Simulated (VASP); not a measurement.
A run of VASP 6.6.1 is set up as follows.

File INCAR:

```
SYSTEM = SnO2
PREC     = Accurate       ! precision mode
ENCUT    = 520            ! plane-wave cutoff, eV
EDIFF    = 1E-6           ! SCF threshold, eV
ISMEAR   = -1             ! smearing method
SIGMA    = 0.03           ! smearing width, eV
LREAL    = .FALSE.        ! projectors in reciprocal space
LASPH    = .TRUE.         ! aspherical terms in the spheres
NELM     = 60             ! most SCF steps
ALGO     = Normal         ! electronic algorithm
ISIF     = 2              ! what is computed and relaxed
LWAVE    = .FALSE.        ! write WAVECAR
LCHARG   = .FALSE.        ! write CHGCAR
GGA      = PE             ! functional
NBANDS   = 35             ! bands
```

Contents of KPOINTS:

```
Automatic mesh
0
G
  4 4 6
  0 0 0
```

File POSCAR:

```
SnO2
1.0
    4.7373500000      0.0000000000      0.0000000000
    0.0000000000      4.7373500000      0.0000000000
    0.0000000000      0.0000000000      3.1545360000
Sn O
2 4
Direct
    0.0000000000      0.0000000000      0.0000000000
    0.5000000000      0.5000000000      0.5000000000
    0.3056200000      0.3056200000      0.0000000000
    0.1943800000      0.8056200000      0.5000000000
    0.6943800000      0.6943800000      0.0000000000
    0.8056200000      0.1943800000      0.5000000000
```

Potentials or basis: VASP PAW PBE potentials, release 64 (Sn_d, O).

The run is started by

```sh
$ cat potpaw_PBE.64/Sn_d/POTCAR potpaw_PBE.64/O/POTCAR > POTCAR
$ mpirun -np 1 vasp_std > vasp.out
```

(1) Estimate the band gap on the k mesh.

(2) Predict the largest force.

(3) Predict the pressure.

## Answers

(1) 1.39 eV.

(2) 0.143 eV/Å.

(3) 14.3 GPa.

Caveat: the cell differs from its parent crystal (zz strain of -1 %); the cell stands under pressure; spin-orbit coupling is left out, which moves the levels of the heavy elements.
